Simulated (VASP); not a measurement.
A run of VASP 6.6.1 is set up as follows.

File INCAR:

```
SYSTEM = ScIn2Se2
PREC = Accurate ; ENCUT = 520
EDIFF = 1E-6 ; ISMEAR = 0
SIGMA = 0.2 ; LREAL = .False.
LASPH = .True. ; NELM = 80
ALGO = Normal ; ISIF = 2
LWAVE = .False. ; LCHARG = .False.
GGA = PE ; NBANDS = 60
```

File KPOINTS:

```
Automatic mesh
0
Gamma
  6 6 1
  0 0 0
```

File POSCAR:

```
ScIn2Se2
1.0
    3.7982315580      0.0000000000      0.0000000000
   -1.8991157790      3.2893650187      0.0000000000
    0.0000000000      0.0000000000     22.2025248266
Sc In Se
2 4 4
Direct
    0.0000000000      0.0000000000      0.0000000000
    0.0000000000      0.0000000000      0.5000000000
    0.0000000000      0.0000000000      0.3229371728
    0.0000000000      0.0000000000      0.8229371728
    0.0000000000      0.0000000000      0.1770628272
    1.0000000000      1.0000000000      0.6770628272
    0.6666666667      0.3333333333      0.4285976202
    0.6666666667      0.3333333333      0.9285976202
    0.3333333333      0.6666666667      0.0714023798
    0.3333333333      0.6666666667      0.5714023798
```

Potentials or basis: VASP PAW PBE potentials, release 64 (Sc_sv, In_d, Se).

Launch:

```console
$ cat potpaw_PBE.64/Sc_sv/POTCAR potpaw_PBE.64/In_d/POTCAR potpaw_PBE.64/Se/POTCAR > POTCAR
$ mpirun -np 1 vasp_std > vasp.out
```

Problem. Estimate the band gap on the k mesh.

Solution. Zero (bands 49 and 50 overlap by 1.43 eV).

Problem. Estimate the largest force.

Solution. 0.020 eV/Å.

Problem. Predict the pressure.

Solution. 0.1 GPa.

Forces on the atoms (eV/Å):
```
Sc   0.000  0.000  0.000
Sc   0.000  0.000  0.000
In   0.000  0.000  0.012
In   0.000  0.000  0.012
In   0.000  0.000 -0.012
In   0.000  0.000 -0.012
Se   0.000  0.000 -0.020
Se   0.000  0.000 -0.020
Se   0.000  0.000  0.020
Se   0.000  0.000  0.020
```

Caveat: spin-orbit coupling is left out, which moves the levels of the heavy elements.
